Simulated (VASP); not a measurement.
Mg, 2 atoms in the cell. Symmetry: Fd-3m, No. 227, cubic system. The conventional cell has a = 6.775 Å, b = 6.775 Å, c = 6.775 Å, α = 90.00°, β = 90.00°, γ = 90.00°. Within 3.9 Å of Mg (site symmetry -43m) lie 4 Mg at 2.93 Å. This isn't the form of Mg at room conditions, which is hcp.

```yaml
Program: VASP 6.6.1
Task: single point
Functional: PBEsol
Potentials_or_basis: VASP PAW PBE potentials, release 64 (Mg)
Cutoff: 600 eV
k_mesh: 9 × 9 × 9
Occupations: fermi-dirac, width 0.1 eV
Spin: no spin polarisation
Dipole_correction: no
Further_INCAR_settings: ALGO = Normal; EDIFF = 1e-06; NBANDS = 9
```

Potentials or basis: VASP PAW PBE potentials, release 64 (Mg).

Run with:

```sh
$ cat potpaw_PBE.64/Mg/POTCAR > POTCAR
$ mpirun -np 1 vasp_std > vasp.out
```

Hardware: 1 thread of Intel(R) Xeon(R) Platinum 8259CL CPU @ 2.50GHz (Skylake/Cascade Lake), with other jobs on the host.

Problem. How long does it take, and how much memory?

Solution. Wall time 34 s on 1 thread of Intel(R) Xeon(R) Platinum 8259CL CPU @ 2.50GHz (Skylake/Cascade Lake), with other jobs on the host, peak memory 0.24 GiB. Counts: scf iterations 10, k points 35.
